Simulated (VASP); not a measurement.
Wanted: the native input for a VASP 6.6.1 run.

| Quantity | Value |
| --- | --- |
| Task | single point |
| Functional | PBEsol |
| Potentials or basis | VASP PAW PBE potentials, release 64 (Fe, Cu) |
| Cutoff | 520 eV |
| k mesh | 12 × 12 × 7 |
| Occupations | gaussian, width 0.1 eV |
| Spin | collinear spin, ferromagnetic start |
| Starting moments | [3.5, 0.0] μB |
| Dipole correction | no |
| Further INCAR settings | ALGO = Normal; EDIFF = 1e-06; NBANDS = 20 |

The structure of FeCu lies in POSCAR:

```
FeCu
1.0
    1.3988472763     -1.9334423957      0.0000000000
    1.3988472763      1.9334423957      0.0000000000
    0.0000000000      0.0000000000      4.0247038624
Fe Cu
1 1
Direct
    0.0000000000      0.0000000000      0.0000000000
    0.5000000000      0.5000000000      0.5000000000
```

One way to write it, as run:

INCAR

```
  PREC = Accurate
  ENCUT = 520
  EDIFF = 1E-6
  ISMEAR = 0
  SIGMA = 0.1
  LREAL = F
  LASPH = T
  NELM = 150
  ALGO = Normal
  ISIF = 2
  LWAVE = F
  LCHARG = F
  ISPIN = 2
  MAGMOM = 3.5 0
  LORBIT = 11
  LMAXMIX = 4
  GGA = PS
  NBANDS = 20
```

KPOINTS

```
Automatic mesh
0
Gamma
  12 12 7
```

Potentials or basis: VASP PAW PBE potentials, release 64 (Fe, Cu).

The run is started by

```sh
$ cat potpaw_PBE.64/Fe/POTCAR potpaw_PBE.64/Cu/POTCAR > POTCAR
$ mpirun -np 1 vasp_std > vasp.out
```

Results of the run:

The pressure is 6.5 GPa. The net moment is 2.34 μB per cell, the site moments are Fe +2.27; Cu +0.06 μB and the valence electrons inside the program's atomic spheres are Fe 7.30; Cu 10.16.

Caveat: the cell stands under pressure; the PAW data sets were made with another functional, which shifts forces and pressure a little.

Run time: 100 s on 1 thread of Intel(R) Xeon(R) Platinum 8259CL CPU @ 2.50GHz (Skylake/Cascade Lake), on a shared host, peak memory 0.23 GiB.
